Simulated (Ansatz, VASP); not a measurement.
# Two plane-wave programs on ScSbSe3

```
CELL_PARAMETERS angstrom
5.21567 0.00000 0.00000
-2.60784 4.51690 0.00000
0.00000 0.00000 5.34058
ATOMIC_POSITIONS crystal
Sc 0.00000 0.00000 0.50000
Sb 0.33333 0.66667 0.50000
Se 0.66667 0.33333 0.27050
Se 0.66667 0.33333 0.72950
Se 0.00000 0.00000 0.00000
```

Alike in both runs: functional PBE; k mesh 12 × 12 × 8; occupations gaussian, width 0.1 eV; no spin polarisation.

Ansatz relaxed the structure, and its values are those at the end. VASP's run is a single point on that final structure, the one shown.

|  | VASP | Ansatz |
| --- | --- | --- |
| version | VASP 6.6.1 | Ansatz 0.2.0 |
| potentials or method | VASP PAW PBE potentials, release 64 (Sc_sv, Sb, Se), cutoff 520 eV | scalar-relativistic, plane waves, PAW |
| valence electrons in the cell | 34 | 74 |

```tsv
	VASP	Ansatz	Ansatz less VASP
gap on the k mesh at the Fermi level (eV)	none	none	-
pressure (GPa)	0.1	0.0	-0.05
rms of the force components (eV/Å)	0.004	0.001	-0.0036
```

A gap of «none» marks a metal or a gap that the smearing closes. VASP's potentials hold 34 valence electrons a cell and Ansatz's 74, so a difference there can come from the potentials and not from the codes.

Neither program's run includes spin-orbit coupling.
